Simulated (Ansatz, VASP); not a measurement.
Two plane-wave programs on ZnInC2N2

File INCAR:

```
ALGO     = Normal         # electronic algorithm
EDIFF    = 1E-6           # SCF threshold, eV
ENCUT    = 520            # plane-wave cutoff, eV
GGA      = PE             # functional
ISIF     = 2              # what is computed and relaxed
ISMEAR   = 0              # smearing method
LASPH    = True           # aspherical terms in the spheres
LCHARG   = True           # write CHGCAR
LELF     = True           # ELF
LREAL    = False          # projectors in reciprocal space
LVHAR    = True         
LWAVE    = False          # write WAVECAR
NBANDS   = 30             # bands
NELM     = 100            # most SCF steps
PREC     = Accurate       # precision mode
SIGMA    = 0.1            # smearing width, eV
```

The input KPOINTS:

```
k-points
0
Gamma
  6 4 2
```

File POSCAR:

```
ZnInC2N2
1.0
    3.9257213800      0.0000000000      0.0000000000
    1.3651804300      4.1535458500      0.0000000000
    0.1632985700      1.9411947000      8.0233917700
Zn In C N
1 1 2 2
Direct
    0.5000000000      0.5000000000      0.5000000000
    0.0000000000      0.0000000000      0.0000000000
    0.8067973400      0.1932026600      0.1932026600
    0.1932026600      0.8067973400      0.8067973400
    0.6938302600      0.3061697400      0.3061697400
    0.3061697400      0.6938302600      0.6938302600
```

Input for Ansatz:

```yaml
crystal:
  lattice:
    - [3.92572138, 0.0, 0.0]
    - [1.36518043, 4.15354585, 0.0]
    - [0.16329857, 1.9411947, 8.02339177]
  atoms:
    - { symbol: Zn, position: [0.5, 0.5, 0.5] }
    - { symbol: In, position: [0.0, 0.0, 0.0] }
    - { symbol: C, position: [0.80679734, 0.19320266, 0.19320266] }
    - { symbol: C, position: [0.19320266, 0.80679734, 0.80679734] }
    - { symbol: "N", position: [0.69383026, 0.30616974, 0.30616974] }
    - { symbol: "N", position: [0.30616974, 0.69383026, 0.69383026] }
basis:
  ecutwfc: 420
kpoints:
  mp_grid: { grid: [6, 4, 2] }
hamiltonian:
  xc: pbe
scf:
  occupations: { method: gaussian, width: 0.1 }
  lower_state_search: "off"
output:
  forces: true
  stress: true
  eigenvalues: true
```

Alike in both runs: task single point; functional PBE; k mesh 6 × 4 × 2; occupations gaussian, width 0.1 eV; no spin polarisation.

```csv
,VASP,Ansatz
version,VASP 6.6.1,Ansatz 0.2.0
potentials or method,"VASP PAW PBE potentials, release 64 (Zn, In_d, C, N), cutoff 520 eV","scalar-relativistic, plane waves, PAW"
valence electrons in the cell,43,43
```

Ansatz gave:

- gap on the k mesh at the Fermi level (eV): none
- pressure (GPa): 1.7
- traceless stress, the component that is largest in VASP (GPa): -4.72
- rms of the force components (eV/Å): 0.976

Q: Estimate VASP's values.

A: gap on the k mesh at the Fermi level (eV): none; pressure (GPa): 2.0; traceless stress, the component that is largest in VASP (GPa): -4.96; rms of the force components (eV/Å): 1.144.

Atom by atom the forces differ by 0.187 eV/Å (rms over components). A gap of «none» marks a metal or a gap that the smearing closes. With one functional, cell and mesh, what is left measures potentials, basis and numerics.

The k mesh is coarse, so the values compare programs but aren't converged. Noted on VASP's run: the standard files for N, O and F lose accuracy on very short bonds.
